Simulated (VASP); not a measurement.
**V: single point with r2SCAN**

V:

```
CELL_PARAMETERS angstrom
4.43604 0.00000 0.00000
-2.21802 3.84172 0.00000
0.00000 0.00000 2.38183
ATOMIC_POSITIONS crystal
V 0.00000 0.00000 0.00000
V 0.33333 0.66667 0.50000
V 0.66667 0.33333 0.50000
```

```json
{
  "Program": "VASP 6.6.1",
  "Task": "single point",
  "Functional": "r2SCAN",
  "Potentials or basis": "VASP PAW PBE potentials, release 64 (V_sv)",
  "Cutoff": "520 eV",
  "k mesh": "6 × 6 × 6",
  "Occupations": "gaussian, width 0.1 eV",
  "Spin": "collinear spin, ferromagnetic start",
  "Starting moments": "[1.25, 0.79, 0.79] μB",
  "Dipole correction": "no",
  "Further INCAR settings": "ALGO = Normal; EDIFF = 1e-06; NBANDS = 30"
}
```

```
Pressure                                              : 0.6 GPa
Net moment                                            : 0.65 μB per cell
Site moments                                          : V +0.41, +0.08 μB
Valence electrons inside the program's atomic spheres : V 11.60, 11.67
```

Stress tensor (GPa, compression positive):
```
0.41 0.00 0.00
0.00 0.41 0.00
0.00 0.00 0.98
```

Levels at points of the mesh, in eV from the Fermi level:
Spin up:
```tsv
k point	band 17	band 18	band 19	band 20	band 21	band 22	band 23	band 24
(0.00, 0.00, 0.00)	-1.58	-1.58	-1.53	-1.18	0.50	0.50	2.49	2.49
(0.50, 0.00, 0.00)	-1.67	-1.25	-1.17	-1.02	0.50	1.95	2.15	2.60
(0.00, 0.00, 0.50)	-1.93	-1.30	0.05	0.05	0.99	0.99	2.44	2.44
(0.50, 0.00, 0.50)	-1.15	-0.67	-0.42	0.59	0.73	1.45	1.82	2.45
```
Spin down:
```csv
k point,band 15,band 16,band 17,band 18,band 19,band 20,band 21,band 22,band 23,band 24
"(0.00, 0.00, 0.00)",-1.48,-1.48,-1.39,-1.39,-1.33,-0.62,0.74,0.74,2.70,2.70
"(0.50, 0.00, 0.00)",-3.45,-1.51,-1.48,-1.19,-0.67,-0.66,0.59,2.10,2.54,2.70
"(0.00, 0.00, 0.50)",-2.37,-2.37,-1.86,-1.00,0.18,0.18,1.06,1.06,2.92,2.92
"(0.50, 0.00, 0.50)",-2.66,-1.92,-1.05,-0.60,-0.12,0.82,1.10,1.54,1.94,2.53
```

Wall time 13 min on 1 thread of AMD EPYC 7R13, on a shared host, peak memory 0.18 GiB.

Caveat: the k points lie up to 0.44 Å⁻¹ apart; the PAW data sets were made with another functional, which shifts forces and pressure a little.
